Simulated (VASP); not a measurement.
Input of a VASP 6.6.1 run:

INCAR

```
PREC     = Accurate       # precision mode
ENCUT    = 600            # plane-wave cutoff, eV
EDIFF    = 1E-6           # SCF threshold, eV
ISMEAR   = -1             # smearing method
SIGMA    = 0.1            # smearing width, eV
LREAL    = False          # projectors in reciprocal space
LASPH    = True           # aspherical terms in the spheres
NELM     = 80             # most SCF steps
ALGO     = Normal         # electronic algorithm
ISIF     = 3              # what is computed and relaxed
LWAVE    = False          # write WAVECAR
LCHARG   = False          # write CHGCAR
GGA      = B5             # functional
ALDAX    = 1.0          
AGGAX    = 1.0          
AGGAC    = 1.0          
ALDAC    = 0.0          
IBRION   = 2              # ionic algorithm
NSW      = 80             # ionic steps
EDIFFG   = -0.01          # ionic threshold
```

The input KPOINTS:

```
regular mesh
0
Gamma
  10 10 10
```

Contents of POSCAR:

```
Sn
1.0
    3.1167899200      0.0000000000      0.0000000000
    0.0000000000      3.1167899200      0.0000000000
    0.0000000000      0.0000000000      3.1167899200
Sn
1
Direct
    0.0000000000      0.0000000000      0.0000000000
```

Potentials or basis: VASP PAW PBE potentials, release 64 (Sn_d).

Run with:

```console
$ cat potpaw_PBE.64/Sn_d/POTCAR > POTCAR
$ mpirun -np 1 vasp_std > vasp.out
```

(1) Predict the relaxed cell.

(2) Estimate the relaxed volume.

(3) Predict the band gap on the k mesh.

(4) Predict the space group after relaxing (to 0.05 Å).

Results:

(1) a = 3.174 Å, b = 3.174 Å, c = 3.174 Å, α = 90.00°, β = 90.00°, γ = 90.00°.

(2) 31.97 Å³/atom.

(3) zero (band 7 reaches 11.34 eV, above the bottom of band 8 at 4.63 eV).

(4) Pm-3m (No. 221).

Caveat: the PAW data sets were made with another functional, which shifts forces and pressure a little; spin-orbit coupling is left out, which moves the levels of the heavy elements.
